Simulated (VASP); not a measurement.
In:

```
CELL_PARAMETERS angstrom
-1.88253 1.88253 1.88253
1.88253 -1.88253 1.88253
1.88253 1.88253 -1.88253
ATOMIC_POSITIONS crystal
In 0.00000 0.00000 0.00000
```

| Property | Result |
| --- | --- |
| Program | VASP 6.6.1 |
| Task | relaxation of cell and atoms |
| Functional | PBEsol |
| Potentials or basis | VASP PAW PBE potentials, release 64 (In_d) |
| Cutoff | 600 eV |
| k mesh | 10 × 10 × 10 |
| Occupations | fermi-dirac, width 0.05 eV |
| Spin | no spin polarisation |

At the start: pressure -1.3 GPa; volume 26.69 Å³/atom.

Question: Where does the relaxation end?

Answer: Over 3 steps the energy falls by 3.8 meV/atom and the volume is 25.81 Å³/atom (-3.3 %); space group Im-3m (No. 229, to 0.05 Å).

The path:
| step | energy change (eV) | largest force (eV/Å) | pressure (GPa) | volume (Å³) |
| --- | --- | --- | --- | --- |
| 1 | 0.0000 | 0.0000 | -1.30 | 26.69 |
| 2 | -0.0038 | 0.0000 | -0.09 | 25.86 |
| 3 | -0.0038 | 0.0000 | -0.02 | 25.81 |

Final structure:
```yaml
crystal:
  lattice:
    - [-1.86158, 1.86158, 1.86158]
    - [1.86158, -1.86158, 1.86158]
    - [1.86158, 1.86158, -1.86158]
  atoms:
    - { symbol: In, position: [0.00000, 0.00000, 0.00000] }
```

Caveat: the PAW data sets were made with another functional, which shifts forces and pressure a little.
